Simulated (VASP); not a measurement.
Here is a VASP 6.6.1 calculation.

INCAR

```
PREC = Accurate
ENCUT = 600
EDIFF = 1E-8
ISMEAR = 0
SIGMA = 0.01
LREAL = F
LASPH = T
NELM = 80
ALGO = Normal
ISIF = 3
LWAVE = F
LCHARG = F
NBANDS = 11
IBRION = 6
NFREE = 2
POTIM = 0.015
NSW = 1
```

Contents of KPOINTS:

```
Automatic mesh
0
Gamma
  10 10 10
```

Contents of POSCAR:

```
SiC
1.0
    0.0000000000      2.1644841119      2.1644841119
    2.1644841119      0.0000000000      2.1644841119
    2.1644841119      2.1644841119      0.0000000000
Si C
1 1
Direct
    0.0000000000      0.0000000000      0.0000000000
    0.2500000000      0.2500000000      0.2500000000
```

Potentials or basis: VASP PAW LDA potentials, release 64 (Si, C).

The run is started by

```bash
$ cat potpaw_LDA.64/Si/POTCAR potpaw_LDA.64/C/POTCAR > POTCAR
$ mpirun -np 1 vasp_std > vasp.out
```

(1) Predict the elastic constants C11, C12, C44.

(2) Predict the Voigt bulk modulus.

(3) What does it give for the highest phonon frequency at Γ, LO-TO splitting left out?

## Answers

(1) 403, 142, 253 GPa.

(2) 229 GPa.

(3) 798 cm⁻¹.
